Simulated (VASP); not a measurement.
Write the native input for VASP 6.6.1 that does the following.

```
Task                   : single point
Functional             : RPBE
Potentials or basis    : VASP PAW PBE potentials, release 64 (Be)
Cutoff                 : 520 eV
k mesh                 : 18 × 18 × 5
Occupations            : fermi-dirac, width 0.1 eV
Spin                   : no spin polarisation
Dipole correction      : no
Further INCAR settings : ALGO = Normal; EDIFF = 1e-06; NBANDS = 12
```

The structure of Be lies in POSCAR:

```
Be
1.0
    2.3623933387      0.0000000000      0.0000000000
   -1.1811966694      2.0458926450      0.0000000000
    0.0000000000      0.0000000000      7.5142754243
Be
4
Direct
    0.0000000000      1.0000000000      1.0000000000
    1.0000000000      1.0000000000      0.5000000000
    0.3333333333      0.6666666667      0.2500000000
    0.6666666667      0.3333333333      0.7500000000
```

This cell differs from its parent crystal: volume scaled by 1.12.

These files were run (other wordings do the same):

INCAR

```
SYSTEM = Be
  ALGO = Normal
  EDIFF = 1E-6
  ENCUT = 520
  GGA = RP
  ISIF = 2
  ISMEAR = -1
  LASPH = .True.
  LCHARG = .False.
  LREAL = .False.
  LWAVE = .False.
  NBANDS = 12
  NELM = 60
  PREC = Accurate
  SIGMA = 0.1
```

KPOINTS

```
k-points
0
Gamma
  18 18 5
  0 0 0
```

Potentials or basis: VASP PAW PBE potentials, release 64 (Be).

Run with:

```bash
$ cat potpaw_PBE.64/Be/POTCAR > POTCAR
$ mpirun -np 1 vasp_std > vasp.out
```

It gave:

| Item | Value |
| --- | --- |
| Pressure | -11.0 GPa |
| Band gap on the k mesh | zero (band 4 reaches 6.92 eV, above the bottom of band 5 at 5.65 eV) |

Caveat: the PAW data sets were made with another functional, which shifts forces and pressure a little.

Wall time 24 s on 1 thread of Intel(R) Xeon(R) Platinum 8375C CPU @ 2.90GHz (Ice Lake), on a shared host, peak memory 0.16 GiB.
